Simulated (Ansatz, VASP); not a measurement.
Zn: VASP beside Ansatz

The input INCAR:

```
SYSTEM = Zn
PREC = Accurate
ENCUT = 500
EDIFF = 1E-6
ISMEAR = -1
SIGMA = 0.05
LREAL = .FALSE.
LASPH = .TRUE.
NELM = 120
ALGO = Normal
ISIF = 2
LWAVE = .FALSE.
LCHARG = .FALSE.
GGA = PE
NBANDS = 19
GGA_COMPAT = .FALSE.
```

The input KPOINTS:

```
regular mesh
0
G
  10 10 5
  0 0 0
```

POSCAR

```
Zn
1.0
    2.5632000000      0.0000000000      0.0000000000
   -1.2816000000      2.2197963150      0.0000000000
    0.0000000000      0.0000000000      4.9660000000
Zn
2
Direct
    0.6666666667      0.3333333333      0.7500000000
    0.3333333333      0.6666666667      0.2500000000
```

File input.yaml:

```yaml
crystal:
  lattice:
    - [2.5632, 0.0, 0.0]
    - [-1.2816, 2.219796315, 0.0]
    - [0.0, 0.0, 4.966]
  atoms:
    - { symbol: Zn, position: [0.6666666667, 0.3333333333, 0.75] }
    - { symbol: Zn, position: [0.3333333333, 0.6666666667, 0.25] }
hamiltonian:
  xc: pbe
  pseudopotentials: { kind: paw }
kpoints:
  mp_grid: { grid: [10, 10, 5] }
  band_path:
    path:
      - [[0.0, 0.0, 0.0], [0.5, 0.0, 0.0], [0.3333333333, 0.3333333333, 0.0], [0.0, 0.0, 0.0], [0.0, 0.0, 0.5], [0.5, 0.0, 0.5], [0.3333333333, 0.3333333333, 0.5], [0.0, 0.0, 0.5]]
      - [[0.5, 0.0, 0.5], [0.5, 0.0, 0.0]]
      - [[0.3333333333, 0.3333333333, 0.0], [0.3333333333, 0.3333333333, 0.5]]
    npoints: 14
scf:
  occupations: { method: fermi_dirac, width: 0.05 }
  n_extra_bands: 6
output:
  forces: true
  stress: true
  eigenvalues: true
  fatbands: true
```

Alike in both runs: functional PBE; k mesh 10 × 10 × 5; occupations fermi-dirac, width 0.05 eV; no spin polarisation.

```csv
,VASP,Ansatz
version,VASP 6.6.1,Ansatz 0.2.0
potentials or method,"VASP PAW PBE potentials, release 64 (Zn)",Ansatz PAW
plane-wave cutoff (eV),500,420
valence electrons in the cell,24,24
task,single point,band structure
```

```tsv
	VASP	Ansatz	Ansatz less VASP
gap on the k mesh at the Fermi level (eV)	none	none	-
pressure (GPa)	8.1	7.6	-0.49
traceless stress, the component that is largest in VASP (GPa)	-6.02	-5.79	+0.229
```

A gap of «none» marks a metal or a gap that the smearing closes.
